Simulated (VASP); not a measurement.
## Ag: single point with PBE

Ag:

```xyz
1
Lattice="-1.6417 1.6417 1.6417 1.6417 -1.6417 1.6417 1.6417 1.6417 -1.6417" Properties=species:S:1:pos:R:3 pbc="T T T"
Ag    0.0000    0.0000    0.0000
```

```yaml
Program: VASP 6.6.1
Task: single point
Functional: PBE
Potentials_or_basis: VASP PAW PBE potentials, release 64 (Ag)
Cutoff: 520 eV
k_mesh: 18 × 18 × 18
Occupations: gaussian, width 0.05 eV
Spin: no spin polarisation
Dipole_correction: no
Further_INCAR_settings: ALGO = Fast; EDIFF = 1e-06; NBANDS = 12
```

The pressure is 1.6 GPa.

Levels at points of the mesh, in eV from the Fermi level:
| k point | band 2 | band 3 | band 4 | band 5 | band 6 | band 7 | band 8 | band 9 |
| --- | --- | --- | --- | --- | --- | --- | --- | --- |
| (0.00, 0.00, 0.00) | -4.79 | -4.79 | -4.79 | -3.54 | -3.54 | 17.84 | 17.84 | 17.84 |
| (0.50, 0.00, 0.00) | -5.53 | -3.59 | -3.43 | -2.59 | 0.01 | 3.94 | 13.20 | 14.16 |
| (0.50, 0.50, 0.50) | -6.14 | -2.82 | -2.82 | -2.82 | 6.80 | 6.80 | 6.80 | 12.32 |

It took 17 s on 1 thread of Intel(R) Xeon(R) Platinum 8488C (Sapphire Rapids), with other jobs on the host, peak memory 0.16 GiB.
